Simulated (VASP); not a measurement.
Input of a VASP 6.6.1 run:

Contents of INCAR:

```
SYSTEM = ZrS2
ALGO = Normal
EDIFF = 1E-7
EDIFFG = -0.005
ENCUT = 500
GGA = PE
GGA_COMPAT = .False.
IBRION = 2
ISIF = 3
ISMEAR = -1
IVDW = 13
LASPH = .True.
LCHARG = .False.
LREAL = .False.
LWAVE = .False.
NELM = 120
NELMIN = 4
NSW = 80
PREC = Accurate
SIGMA = 0.01
```

KPOINTS

```
k-points
0
Gamma
  12 12 4
  0 0 0
```

POSCAR

```
ZrS2
1.0
    3.6913830000      0.0000000000      0.0000000000
   -1.8456910000      3.1968310000      0.0000000000
    0.0000000000      0.0000000000      6.0410770000
Zr S
1 2
Direct
    0.0000000000      0.0000000000      0.0000000000
    0.6666666667      0.3333333333      0.7620900000
    0.3333333333      0.6666666667      0.2379100000
```

Potentials or basis: VASP PAW PBE potentials, release 64 (Zr_sv, S).

Run with:

```console
$ cat potpaw_PBE.64/Zr_sv/POTCAR potpaw_PBE.64/S/POTCAR > POTCAR
$ mpirun -np 1 vasp_std > vasp.out
```

(1) What does it give for the relaxed volume?

(2) Estimate the space group after relaxing (to 0.1 Å).

(3) Predict the relaxed cell.

Results:

(1) 22.32 Å³/atom.

(2) P-3m1 (No. 164).

(3) a = 3.646 Å, b = 3.646 Å, c = 5.817 Å, α = 90.00°, β = 90.00°, γ = 120.00°.
